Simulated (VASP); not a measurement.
Set up this calculation in VASP 6.6.1, as the native input.

- Task: single point
- Functional: LDA
- Potentials or basis: VASP PAW LDA potentials, release 64 (Al)
- Cutoff: 520 eV
- k mesh: 14 × 14 × 14
- Occupations: fermi-dirac, width 0.1 eV
- Spin: no spin polarisation
- Dipole correction: no
- Further INCAR settings: ALGO = Normal; EDIFF = 1e-06; NBANDS = 8

The structure of Al lies in POSCAR:

```
Al
1.0
   -1.5951996259      1.5951996259      1.5951996259
    1.5951996259     -1.5951996259      1.5951996259
    1.5951996259      1.5951996259     -1.5951996259
Al
1
Direct
    0.0000000000      0.0000000000      0.0000000000
```

One way to write it, as run:

INCAR

```
SYSTEM = Al
PREC = Accurate
ENCUT = 520
EDIFF = 1E-6
ISMEAR = -1
SIGMA = 0.1
LREAL = .FALSE.
LASPH = .TRUE.
NELM = 80
ALGO = Normal
ISIF = 2
LWAVE = .FALSE.
LCHARG = .FALSE.
GGA = CA
NBANDS = 8
```

KPOINTS

```
regular mesh
0
G
  14 14 14
  0 0 0
```

Potentials or basis: VASP PAW LDA potentials, release 64 (Al).

Command:

```console
$ cat potpaw_LDA.64/Al/POTCAR > POTCAR
$ mpirun -np 1 vasp_std > vasp.out
```

Results of the run:

```json
{
 "Pressure": "0.1 GPa"
}
```

Run time: 4.5 s on 1 thread of Intel Xeon 6975P-C, on a shared host, peak memory 0.12 GiB.
